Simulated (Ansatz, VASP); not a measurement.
Os in VASP and in Ansatz

Contents of INCAR:

```
PREC = Accurate ; ENCUT = 520
EDIFF = 1E-6 ; ISMEAR = -1
SIGMA = 0.1 ; LREAL = False
LASPH = True ; NELM = 80
ALGO = Normal ; ISIF = 2
LWAVE = False ; LCHARG = True
GGA = RP ; LELF = True
LVHAR = True ; NBANDS = 19
```

Contents of KPOINTS:

```
Automatic mesh
0
Gamma
  10 10 13
```

The input POSCAR:

```
Os
1.0
    4.3382150826      0.0000000000      0.0000000000
   -2.1691075413      3.7570044686      0.0000000000
    0.0000000000      0.0000000000      2.7318411374
Os
3
Direct
    1.0000000000      1.0000000000      1.0000000000
    0.3333333333      0.6666666667      0.5000000000
    0.6666666667      0.3333333333      0.5000000000
```

Input for Ansatz:

```yaml
crystal:
  lattice:
    - [4.3382150826, 0.0, 0.0]
    - [-2.1691075413, 3.7570044686, 0.0]
    - [0.0, 0.0, 2.7318411374]
  atoms:
    - { symbol: Os, position: [1.0, 1.0, 1.0] }
    - { symbol: Os, position: [0.3333333333, 0.6666666667, 0.5] }
    - { symbol: Os, position: [0.6666666667, 0.3333333333, 0.5] }
hamiltonian:
  xc: rpbe
  pseudopotentials:
    kind: paw
    azcp:
      Os: "pseudopotentials/Os.paw.azcp"
basis:
  ecutwfc: 420
  fft_grid_basis: typed
kpoints:
  mp_grid: { grid: [10, 10, 13], shift: [0, 0, 0] }
magnetization:
  spin_polarized: false
scf:
  occupations: { method: fermi_dirac, width: 0.1 }
  lower_state_search: "off"
output:
  stress: true
```

Alike in both runs: task single point; functional RPBE; k mesh 10 × 10 × 13; occupations fermi-dirac, width 0.1 eV; no spin polarisation.

|  | VASP | Ansatz |
| --- | --- | --- |
| version | VASP 6.6.1 | Ansatz 0.2.0 |
| potentials or method | VASP PAW PBE potentials, release 64 (Os), cutoff 520 eV | plane waves (420 eV) with PAW, scalar-relativistic |
| valence electrons in the cell | 24 | 48 |

```tsv
	VASP	Ansatz	Ansatz less VASP
pressure (GPa)	-0.5	-0.1	+0.47
traceless stress, the component that is largest in VASP (GPa)	0.65	0.46	-0.187
```

VASP's potentials were made for PBE, not for RPBE. VASP's potentials hold 24 valence electrons a cell and Ansatz's 48, so a difference there can come from the potentials and not from the codes.

Spin-orbit coupling is off throughout.
